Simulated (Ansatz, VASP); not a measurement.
## Mo: VASP beside Ansatz

```
Mo
1.0
     0.00000    2.46326    2.46326
     2.46326    0.00000    2.46326
     2.46326    2.46326    0.00000
Mo
2
Direct
  0.87500 0.87500 0.87500
  0.12500 0.12500 0.12500
```

Change from the starting cell: volume scaled by 0.65, LAPW.

Alike in both runs: task single point; functional PBE; k mesh 14 × 14 × 14; occupations fermi-dirac, width 0.05 eV; no spin polarisation.

```csv
,VASP,Ansatz
version,VASP 6.6.1,Ansatz 0.2.0
potentials or method,"VASP PAW PBE potentials, release 64 (Mo_sv), cutoff 520 eV","all-electron LAPW, scalar-relativistic"
```

```tsv
	VASP	Ansatz	Ansatz less VASP
pressure (GPa)	115.8	112.0	-3.88
```

Both programs put the cell under a high pressure, so it lies far from rest at this level. Ansatz ran all-electron here, and VASP with PAW potentials.

Noted on VASP's run: the cell as given lies far from equilibrium.
